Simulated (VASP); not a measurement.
Write the native input for VASP 6.6.1 that does the following.

| Quantity | Value |
| --- | --- |
| Task | single point |
| Functional | PBE |
| Potentials or basis | VASP PAW PBE potentials, release 64 (Hf_pv, Te, Se) |
| Cutoff | 500 eV |
| k mesh | 3 × 3 × 2 |
| Occupations | gaussian, width 0.15 eV |
| Spin | no spin polarisation |
| Dipole correction | no |
| Further INCAR settings | ALGO = Normal; EDIFF = 1e-06; NBANDS = 32 |

The structure of HfTeSe5 lies in POSCAR:

```
HfTeSe5
1.0
    4.8307968379      0.0000000000      0.0000000000
    0.0000000000      4.8307968379      0.0000000000
    0.0000000000      0.0000000000      7.1976740608
Hf Te Se
1 1 5
Direct
    0.0000000000      0.0000000000      0.0000000000
    0.5000000000      0.5000000000      0.5000000000
    0.0000000000      0.0000000000      0.5000000000
    0.0000000000      0.5000000000      0.1782092334
    0.0000000000      0.5000000000      0.8217907666
    0.5000000000      0.0000000000      0.8217907666
    0.5000000000      0.0000000000      0.1782092334
```

The cell was generated, and may not be a known phase.

One way to write it, as run:

INCAR

```
SYSTEM = HfTeSe5
ALGO = Normal ; EDIFF = 1E-6
ENCUT = 500 ; GGA = PE
GGA_COMPAT = .False. ; ISIF = 2
ISMEAR = 0 ; LASPH = .True.
LCHARG = .False. ; LREAL = .False.
LWAVE = .False. ; NBANDS = 32
NELM = 120 ; PREC = Accurate
SIGMA = 0.15
```

KPOINTS

```
k-points
0
Gamma
  3 3 2
  0 0 0
```

Potentials or basis: VASP PAW PBE potentials, release 64 (Hf_pv, Te, Se).

The run is started by

```console
$ cat potpaw_PBE.64/Hf_pv/POTCAR potpaw_PBE.64/Te/POTCAR potpaw_PBE.64/Se/POTCAR > POTCAR
$ mpirun -np 1 vasp_std > vasp.out
```

Results of the run:

* Pressure: -0.2 GPa
* Largest force: 0.034 eV/Å
* Band gap on the k mesh: zero (bands 23 and 24 overlap by 0.38 eV)

Caveat: the k points lie up to 0.44 Å⁻¹ apart; spin-orbit coupling is left out, which moves the levels of the heavy elements.

Wall time 39 s on 1 thread of Intel(R) Xeon(R) Platinum 8259CL CPU @ 2.50GHz (Skylake/Cascade Lake), with other jobs on the host, peak memory 0.26 GiB.
